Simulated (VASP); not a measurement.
Here is a VASP 6.6.1 calculation.

Contents of INCAR:

```
PREC = Accurate ; ENCUT = 520
EDIFF = 1E-6 ; ISMEAR = 0
SIGMA = 0.05 ; LREAL = False
LASPH = True ; NELM = 100
ALGO = Normal ; ISIF = 2
LWAVE = False ; LCHARG = True
GGA = PE ; LELF = True
LVHAR = True ; NBANDS = 16
```

KPOINTS

```
Automatic mesh
0
Gamma
  9 9 6
```

The input POSCAR:

```
MgO
1.0
    3.4824369557      0.0000000000      0.0000000000
   -1.7412184779      3.0158788707      0.0000000000
    0.0000000000      0.0000000000      4.5424907650
Mg O
2 2
Direct
    0.6666666667      0.3333333333      0.7500000000
    0.3333333333      0.6666666667      0.2500000000
    0.6666666667      0.3333333333      0.2500000000
    0.3333333333      0.6666666667      0.7500000000
```

Potentials or basis: VASP PAW PBE potentials, release 64 (Mg, O).

Launch:

```sh
$ cat potpaw_PBE.64/Mg/POTCAR potpaw_PBE.64/O/POTCAR > POTCAR
$ mpirun -np 1 vasp_std > vasp.out
```

Task: Predict the pressure.

Result: -4.8 GPa.

Task: Predict the band gap on the k mesh.

Result: 2.91 eV.

Stress tensor (GPa, compression positive):
```
 -2.00   0.00   0.00
  0.00  -2.00   0.00
  0.00   0.00 -10.25
```

Caveat: the cell stands under tension.
